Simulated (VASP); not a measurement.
# Au in VASP: a series of runs, part 2 of 2

VASP 6.6.1. Earlier steps stand in the parts before.

### Step 3. Single point, PBE (atoms displaced along a vibrational mode)

The input, INCAR:

```
  PREC = Accurate
  ENCUT = 500
  EDIFF = 1E-6
  ISMEAR = 0
  SIGMA = 0.15
  LREAL = F
  LASPH = T
  NELM = 120
  ALGO = Normal
  ISIF = 2
  LWAVE = F
  LCHARG = F
  GGA = PE
  NBANDS = 18
  GGA_COMPAT = F
```

The input, KPOINTS:

```
Automatic mesh
0
Gamma
  18 18 10
```

The input, POSCAR:

```
Au
1.0
    2.9169619367      0.0000000000      0.0000000000
   -1.4584809683      2.5261631390      0.0000000000
    0.0000000000      0.0000000000      4.8900308251
Au
2
Direct
    0.3445236794      0.8337184273      0.7500000000
    0.6554763206      0.1662815727      0.2500000000
```

Potentials or basis: VASP PAW PBE potentials, release 64 (Au).

Started as:

```console
$ cat potpaw_PBE.64/Au/POTCAR > POTCAR
$ mpirun -np 1 vasp_std > vasp.out
```

OUTCAR:

```text
PREC = Accurate
   ENCUT = 500
   EDIFF = 1E-6
   ISMEAR = 0
   LREAL = F
   LASPH = T
   NELM = 120
   ISIF = 2
   GGA = PE

 ion  position               nearest neighbor table
   1  0.345  0.834  0.750-   2 2.62   2 2.62   2 3.15   2 3.15   2 3.52   2 3.52   2 3.59   2 3.59

   2  0.655  0.166  0.250-   1 2.62   1 2.62   1 3.15   1 3.15   1 3.52   1 3.52   1 3.59   1 3.59

  LATTYP: Found a hexagonal cell.
 ALAT       =     2.9169619367
 C/A-ratio  =     1.6764122848

  Lattice vectors:

 A1 = (   2.9169619367,   0.0000000000,   0.0000000000)
 A2 = (  -1.4584809683,   2.5261631390,   0.0000000000)
 A3 = (   0.0000000000,   0.0000000000,   4.8900308251)

Analysis of symmetry for initial positions (statically):
=====================================================================
 Subroutine PRICEL returns:
 Original cell was already a primitive cell.

 Routine SETGRP: Setting up the symmetry group for a
 hexagonal supercell.

 Subroutine GETGRP returns: Found  4 space group operations
 (whereof  2 operations were pure point group operations)
 out of a pool of 24 trial point group operations.

The static configuration has the point symmetry S_2 .
 The point group associated with its full space group is C_2h.

Analysis of symmetry for dynamics (positions and initial velocities):
=====================================================================
 Subroutine PRICEL returns:
 Original cell was already a primitive cell.

 Routine SETGRP: Setting up the symmetry group for a
 hexagonal supercell.

 Subroutine GETGRP returns: Found  4 space group operations
 (whereof  2 operations were pure point group operations)
 out of a pool of 24 trial point group operations.

The dynamic configuration has the point symmetry S_2 .
 The point group associated with its full space group is C_2h.

 Subroutine INISYM returns: Found  4 space group operations
 (whereof  2 operations are pure point group operations),
 and found     1 'primitive' translations

[... 111 lines left out ...]
   IALGO  =     38    algorithm
   IMIX   =      4    mixing-type and parameters
     AMIX     =   0.40;   BMIX     =  1.00
     AMIX_MAG =   1.60;   BMIX_MAG =  1.00
  volume/ion in A,a.u.               =      18.02       121.58
  Fermi-wavevector in a.u.,A,eV,Ry     =   1.388826  2.624500 26.243426  1.928837
  Thomas-Fermi vector in A             =   2.512915
   LORBIT       =      0    0 simple, 1 ext, 2 COOP (PROOUT), +10 PAW based schemes
   GGA     = PE    functional components
   LHFCALC =     F    Hartree Fock is set to
   AEXX    =    0.0000 exact exchange contribution
   IVDW    =     0    specifies the selected vdW correction
   LEPSILON=     F    determine dielectric tensor
   LRPA    =     F    only Hartree local field effects (RPA)
 non-spin polarized calculation
 Gauss-broadening in eV      SIGMA  =   0.15
  energy-cutoff  :      500.00
  volume of cell :       36.03
 maximum number of plane-waves:       930
 NGX is ok and might be reduce to    24
   NGX = 11   NGY = 11   NGZ = 17

 number of electron      21.9999997 magnetization

 Free energy of the ion-electron system (eV)
  ---------------------------------------------------
  ext. energy  EPLUGINS =         0.00000000
  ---------------------------------------------------
  free energy    TOTEN  =        -6.16447443 eV

  energy without entropy =       -6.15480377  energy(sigma->0) =       -6.15963910

 E-fermi :   8.5557     XC(G=0): -12.3535

 val. band max:        8.5537090982   @ k =   0.1111   0.3889  -0.3000
 cond. band min:       8.5579025058   @ k =   0.3333   0.0556   0.4000
 fundamental gap:      0.0041934076
 Fermi energy:         8.5556844090

 k-point     1 :       0.0000    0.0000    0.0000
  band No.  band energies     occupation
      1      -0.7088      2.00000
      2       1.9038      2.00000
      3       2.9123      2.00000
      4       4.2756      2.00000
      5       4.4164      2.00000
      6       4.5756      2.00000
[... 481 lines left out ...]
      5       4.0851      2.00000
      6       4.6324      2.00000
[... 10 lines left out ...]
     17      20.3755      0.00000
     18      23.3172      0.00000

 [... further k-points ...]

------------------------ aborting loop because EDIFF is reached ----------------------------------------

  FORCE on cell =-STRESS in cart. coord.  units (eV):
  Direction    XX          YY          ZZ          XY          YZ          ZX
  --------------------------------------------------------------------------------------
  -------------------------------------------------------------------------------------
  Total       -0.2189649      0.0917380      4.3497573      0.2165742      0.0000000      0.0000000
  in kB       -9.7360150      4.0790244    193.4068513      9.6297187      0.0000000      0.0000000
  external PRESSURE =      62.5832869 kB  Pullay stress =       0.0000000 kB

 VOLUME and BASIS-vectors are now :
 -----------------------------------------------------------------------------
  energy-cutoff  :      500.00
  volume of cell :       36.03
      direct lattice vectors                 reciprocal lattice vectors
     2.916961937  0.000000000  0.000000000     0.342822437  0.197928626  0.000000000
    -1.458480968  2.526163139  0.000000000     0.000000000  0.395857253  0.000000000
     0.000000000  0.000000000  4.890030825     0.000000000  0.000000000  0.204497688

 POSITION                                       TOTAL-FORCE (eV/Angst)
 -----------------------------------------------------------------------------------
     -0.21100      2.10611      3.66752        -0.394393     -0.766413      0.000000
      1.66948      0.42005      1.22251         0.394393      0.766413      0.000000
 -----------------------------------------------------------------------------------
    total drift:                                0.000000      0.000000     -0.000000

  FREE ENERGIE OF THE ION-ELECTRON SYSTEM (eV)
  ---------------------------------------------------
  free  energy   TOTEN  =        -6.1644744294 eV

  energy  without entropy=       -6.1548037702  energy(sigma->0) =       -6.15963910
```

OSZICAR:

```text
N       E                     dE             d eps       ncg     rms          rms(c)
DAV:   1     0.119784671933E+03    0.11978E+03   -0.11398E+04 35496   0.114E+03
DAV:   2    -0.466615060773E+01   -0.12445E+03   -0.11863E+03 37668   0.254E+02
DAV:   3    -0.669828668898E+01   -0.20321E+01   -0.20206E+01 41326   0.327E+01
DAV:   4    -0.670746567778E+01   -0.91790E-02   -0.91779E-02 38554   0.232E+00
DAV:   5    -0.670755428301E+01   -0.88605E-04   -0.88605E-04 39014   0.243E-01    0.120E+01
DAV:   6    -0.620067007009E+01    0.50688E+00   -0.10084E+00 36584   0.902E+00    0.788E+00
DAV:   7    -0.616851128147E+01    0.32159E-01   -0.91239E-02 38924   0.268E+00    0.343E+00
DAV:   8    -0.616448978208E+01    0.40215E-02   -0.75378E-03 37112   0.688E-01    0.311E-01
DAV:   9    -0.616446118426E+01    0.28598E-04   -0.52404E-05 38370   0.575E-02    0.500E-02
DAV:  10    -0.616447509222E+01   -0.13908E-04   -0.23430E-05 38538   0.330E-02    0.121E-02
DAV:  11    -0.616447442940E+01    0.66282E-06   -0.10261E-06 21822   0.668E-03
   1 F= -.61644744E+01 E0= -.61596391E+01  d E =-.967066E-02
```

Run time: 2.1 min. Hardware: 1 thread of Intel Xeon 6975P-C (Granite Rapids), shared host; peak memory 0.56 GiB.

Results:

```
Free energy            : -6.1645 eV
Pressure               : 6.3 GPa
Largest force          : 0.862 eV/Å
Band gap on the k mesh : zero (bands 11 and 12 overlap by 5.29 eV)
```

Forces in eV/Å, atoms in the order of the input:
```
Au  -0.394 -0.766  0.000
Au   0.394  0.766  0.000
```

Caveat: the cell differs from its parent crystal (atoms displaced along a vibrational mode); the cell stands under pressure; spin-orbit coupling is left out, which moves the levels of the heavy elements.
